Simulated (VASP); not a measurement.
# InSe in VASP: a series of runs

The runs below take InSe through single point, with PBEsol, PBE.

Everything below comes from runs of VASP 6.6.1. Logs are shortened: lines on timing, memory, paths and dates and some standing lists are left out, and cuts for length are marked.

## (1) The cell of the first run

The typed cell holds 8 atoms: a = 4.047 Å, b = 4.047 Å, c = 18.052 Å, α = 90.00°, β = 90.00°, γ = 120.00°.

## (2) Single point, PBEsol (atoms moved at random)

Contents of INCAR:

```
PREC = Accurate
ENCUT = 520
EDIFF = 1E-6
ISMEAR = -1
SIGMA = 0.05
LREAL = F
LASPH = T
NELM = 60
ALGO = Normal
ISIF = 2
LWAVE = F
LCHARG = F
GGA = PS
NBANDS = 48
```

Contents of KPOINTS:

```
Automatic mesh
0
Gamma
  8 8 2
```

Contents of POSCAR:

```
InSe
1.0
    4.0473293151      0.0000000000      0.0000000000
   -2.0236646576      3.5050900044      0.0000000000
    0.0000000000      0.0000000000     18.0520649100
In Se
4 4
Direct
    0.3363050000      0.6763900000      0.0775700000
    0.3330840000      0.6673720000      0.9223880000
   -0.0008300000     -0.0018540000      0.4226850000
    0.0088850000     -0.0027040000      0.5762080000
    0.3376140000      0.6681520000      0.3515270000
    0.3334960000      0.6630990000      0.6485180000
    0.6707000000      0.3364080000      0.1467790000
    0.6641430000      0.3298740000      0.8533380000
```

Potentials or basis: VASP PAW PBE potentials, release 64 (In_d, Se).

On the command line:

```console
$ cat potpaw_PBE.64/In_d/POTCAR potpaw_PBE.64/Se/POTCAR > POTCAR
$ mpirun -np 1 vasp_std > vasp.out
```

OUTCAR:

```text
PREC = Accurate
   ENCUT = 520
   EDIFF = 1E-6
   ISMEAR = -1
   LREAL = F
   LASPH = T
   NELM = 60
   ISIF = 2
   GGA = PS

 ion  position               nearest neighbor table
   1  0.336  0.676  0.078-   7 2.63   7 2.65   7 2.67   2 2.80
   2  0.333  0.667  0.922-   8 2.64   8 2.65   8 2.66   1 2.80
   3  0.999  0.998  0.423-   5 2.65   5 2.67   5 2.68   4 2.77
   4  0.009  0.997  0.576-   6 2.65   6 2.67   6 2.70   3 2.77
   5  0.338  0.668  0.352-   3 2.65   3 2.67   3 2.68
   6  0.333  0.663  0.649-   4 2.65   4 2.67   4 2.70
   7  0.671  0.336  0.147-   1 2.63   1 2.65   1 2.67
   8  0.664  0.330  0.853-   2 2.64   2 2.65   2 2.66

  LATTYP: Found a hexagonal cell.
 ALAT       =     4.0473293151
 C/A-ratio  =     4.4602411874

  Lattice vectors:

 A1 = (   4.0473293151,   0.0000000000,   0.0000000000)
 A2 = (  -2.0236646576,   3.5050900044,   0.0000000000)
 A3 = (   0.0000000000,   0.0000000000,  18.0520649100)

Analysis of symmetry for initial positions (statically):
=====================================================================
 Subroutine PRICEL returns:
 Original cell was already a primitive cell.

 Routine SETGRP: Setting up the symmetry group for a
 hexagonal supercell.

 Subroutine GETGRP returns: Found  1 space group operations
 (whereof  1 operations were pure point group operations)
 out of a pool of 24 trial point group operations.

The static configuration has the point symmetry C_1 .

Analysis of symmetry for dynamics (positions and initial velocities):
=====================================================================
 Subroutine PRICEL returns:
 Original cell was already a primitive cell.

 Routine SETGRP: Setting up the symmetry group for a
 hexagonal supercell.

 Subroutine GETGRP returns: Found  1 space group operations
 (whereof  1 operations were pure point group operations)
 out of a pool of 24 trial point group operations.

The dynamic configuration has the point symmetry C_1 .

 Subroutine INISYM returns: Found  1 space group operations
 (whereof  1 operations are pure point group operations),
 and found     1 'primitive' translations

----------------------------------------------------------------------------------------

                                     Primitive cell
[... 99 lines left out ...]
   LSORBIT =      F    spin-orbit coupling
   LASPH  =      T    aspherical Exc in radial PAW
   ENCUT  =  520.0 eV  38.22 Ry    6.18 a.u.   7.53  7.53 33.56*2*pi/ulx,y,z
   NELM   =     60;   NELMIN=  2; NELMDL= -5     # of ELM steps
   EDIFF  = 0.1E-05   stopping-criterion for ELM
   LREAL  =      F    real-space projection
   EDIFFG = 0.1E-04   stopping-criterion for IOM
   NSW    =      0    number of steps for IOM
   IBRION =     -1    ionic relax: 0-MD 1-quasi-New 2-CG
   NFREE  =      0    steps in history (QN), initial steepest desc. (CG)
   ISIF   =      2    stress and relaxation
   ISYM   =      2    0-nonsym 1-usesym 2-fastsym
   POTIM  = 0.5000    time-step for ionic-motion
   TEBEG  =    0.0;   TEEND  =   0.0 temperature during run
   PSTRESS=    0.0 pullay stress
   NELECT =      76.0000    total number of electrons
   NUPDOWN=      -1.0000    fix difference up-down
   EMIN   =  10.00;   EMAX   =-10.00  energy-range for DOS
   EFERMI =   0.00;   METHOD = LEGACY
   ISMEAR =    -1;   SIGMA  =   0.05  broadening in eV -4-tet -1-fermi 0-gaus
   EFERMI_NEDOS =   21; number of points for ismear=-14 and -15
   IALGO  =     38    algorithm
   IMIX   =      4    mixing-type and parameters
     AMIX     =   0.40;   BMIX     =  1.00
     AMIX_MAG =   1.60;   BMIX_MAG =  1.00
  volume/ion in A,a.u.               =      32.01       216.02
  Fermi-wavevector in a.u.,A,eV,Ry     =   1.091980  2.063542 16.223849  1.192419
  Thomas-Fermi vector in A             =   2.228236
   LORBIT       =      0    0 simple, 1 ext, 2 COOP (PROOUT), +10 PAW based schemes
   GGA     = PS    functional components
   LHFCALC =     F    Hartree Fock is set to
   AEXX    =    0.0000 exact exchange contribution
   IVDW    =     0    specifies the selected vdW correction
   LEPSILON=     F    determine dielectric tensor
   LRPA    =     F    only Hartree local field effects (RPA)
 non-spin polarized calculation
  energy-cutoff  :      520.00
  volume of cell :      256.09
 maximum number of plane-waves:      6947
   NGX = 15   NGY = 15   NGZ = 67

 number of electron      76.0000010 magnetization

 Free energy of the ion-electron system (eV)
  ---------------------------------------------------
  ext. energy  EPLUGINS =         0.00000000
  ---------------------------------------------------
  free energy    TOTEN  =       -31.13188956 eV

  energy without entropy =      -31.13185791  energy(sigma->0) =      -31.13187373

 E-fermi :   3.2369     XC(G=0):  -8.5915

 val. band max:        2.8848067410   @ k =   0.0000   0.0000   0.0000
 cond. band min:       3.5354149110   @ k =   0.0000   0.0000   0.0000
 fundamental gap:      0.6506081699
 Fermi energy:         3.2369303777

 k-point     1 :       0.0000    0.0000    0.0000
  band No.  band energies     occupation
      1     -11.5853      2.00000
      2     -11.5442      2.00000
      3     -11.3863      2.00000
      4     -11.3837      2.00000
      5     -11.3608      2.00000
      6     -11.3551      2.00000
[... 1213 lines left out ...]
     47       7.2888      0.00000
     48       7.4637      0.00000

 [... further k-points ...]
[... 5 lines left out ...]
  --------------------------------------------------------------------------------------
  -------------------------------------------------------------------------------------
  Total       -1.8837766     -1.6285115     -1.0846402      0.0074785      0.0951420      0.1216774
  in kB      -11.7854286    -10.1884194     -6.7858097      0.0467878      0.5952349      0.7612477
  external PRESSURE =      -9.5865526 kB  Pullay stress =       0.0000000 kB

 VOLUME and BASIS-vectors are now :
 -----------------------------------------------------------------------------
  energy-cutoff  :      520.00
  volume of cell :      256.09
      direct lattice vectors                 reciprocal lattice vectors
     4.047329315  0.000000000  0.000000000     0.247076510  0.142649689  0.000000000
    -2.023664658  3.505090004  0.000000000     0.000000000  0.285299379  0.000000000
     0.000000000  0.000000000 18.052064910     0.000000000  0.000000000  0.055395325

 POSITION                                       TOTAL-FORCE (eV/Angst)
 -----------------------------------------------------------------------------------
     -0.00765      2.37081      1.40030         0.081794     -0.124438     -0.164656
     -0.00244      2.33920     16.65101        -0.000123     -0.072687      0.175108
      2.02406      3.49859      7.63034         0.061245      0.051337     -0.195219
     -1.98223      3.49561     10.40174        -0.142266     -0.003373      0.320085
      0.01432      2.34193      6.34579        -0.057433     -0.056786      0.140247
      0.00788      2.32422     11.70709         0.138533      0.009312     -0.264800
      2.03377      1.17914      2.64966        -0.084834      0.110766      0.085052
      2.02045      1.15624     15.40451         0.003084      0.085869     -0.095816
 -----------------------------------------------------------------------------------
    total drift:                                0.000247      0.000301      0.001847

  FREE ENERGIE OF THE ION-ELECTRON SYSTEM (eV)
  ---------------------------------------------------
  free  energy   TOTEN  =       -31.1318895582 eV

  energy  without entropy=      -31.1318579096  energy(sigma->0) =      -31.13187373
```

Wall time 20 min (1 thread of Oxide Virtual Turin-like, shared host); peak memory 0.74 GiB.

What came out:

| Item | Value |
| --- | --- |
| Free energy | -31.1319 eV |
| Pressure | -1.0 GPa |
| Largest force | 0.350 eV/Å |
| Band gap on the k mesh | 0.65 eV |

Forces in eV/Å, atoms in the order of the input:
```
In   0.082 -0.124 -0.165
In   0.000 -0.073  0.175
In   0.061  0.051 -0.195
In  -0.142 -0.003  0.320
Se  -0.057 -0.057  0.140
Se   0.139  0.009 -0.265
Se  -0.085  0.111  0.085
Se   0.003  0.086 -0.096
```

Caveat: the cell differs from its parent crystal (atoms moved at random); semilocal functionals underestimate gaps, and a narrow one can read as zero; the PAW data sets were made with another functional, which shifts forces and pressure a little; spin-orbit coupling is left out, which moves the levels of the heavy elements.

## (3) Single point, PBE

This run uses another cell than the first one, of 33.76 Å³/atom.

Contents of INCAR:

```
  PREC = Accurate
  ENCUT = 520
  EDIFF = 1E-6
  ISMEAR = -1
  SIGMA = 0.05
  LREAL = F
  LASPH = T
  NELM = 100
  ALGO = Normal
  ISIF = 2
  LWAVE = F
  LCHARG = T
  GGA = PE
  LELF = T
  LVHAR = T
  NBANDS = 48
```

Contents of KPOINTS:

```
regular mesh
0
Gamma
  8 8 2
```

Contents of POSCAR:

```
InSe
1.0
    4.0878475466      0.0000000000      0.0000000000
   -2.0439237733      3.5401798221      0.0000000000
    0.0000000000      0.0000000000     18.6627321060
In Se
4 4
Direct
    0.3333333333      0.6666666667      0.0757026033
    0.3333333333      0.6666666667      0.9242973967
    0.0000000000      0.0000000000      0.4242952427
    0.0000000000      0.0000000000      0.5757047573
    0.3333333333      0.6666666667      0.3560802377
    0.3333333333      0.6666666667      0.6439197623
    0.6666666667      0.3333333333      0.1439139068
    0.6666666667      0.3333333333      0.8560860932
```

Potentials or basis: VASP PAW PBE potentials, release 64 (In_d, Se).

On the command line:

```console
$ cat potpaw_PBE.64/In_d/POTCAR potpaw_PBE.64/Se/POTCAR > POTCAR
$ mpirun -np 1 vasp_std > vasp.out
```

Run time: 5.7 min. Hardware: 1 thread of Oxide Virtual Turin-like, shared host; peak memory 0.42 GiB.

It converged, with:

| Quantity | Value |
| --- | --- |
| Free energy | -28.4487 eV |
| Pressure | 0.0 GPa |
| Largest force | 0.013 eV/Å |
| Band gap on the k mesh | 0.77 eV |

Forces on the atoms (eV/Å):
```
In   0.000  0.000 -0.012
In   0.000  0.000  0.012
In   0.000  0.000  0.012
In   0.000  0.000 -0.012
Se   0.000  0.000 -0.013
Se   0.000  0.000  0.013
Se   0.000  0.000  0.013
Se   0.000  0.000 -0.013
```

Levels at points of the mesh, in eV from the valence-band top:
```
           k point  band 36  band 37  band 38  band 39  band 40  band 41
(0.00, 0.00, 0.00)    -0.84    -0.75     0.00     0.77     1.43     2.26
(0.50, 0.00, 0.00)    -1.72    -1.29    -1.19     1.75     1.84     1.92
(0.00, 0.00, 0.50)    -0.85    -0.44    -0.43     1.15     1.16     2.29
(0.50, 0.00, 0.50)    -1.74    -1.24    -1.22     1.71     1.77     1.97
```

Caveat: semilocal functionals underestimate gaps, and a narrow one can read as zero; spin-orbit coupling is left out, which moves the levels of the heavy elements; this functional lacks dispersion, which binds layers or chains, so the pressure and a relaxed spacing across them are unreliable. A k mesh can miss the band edges.
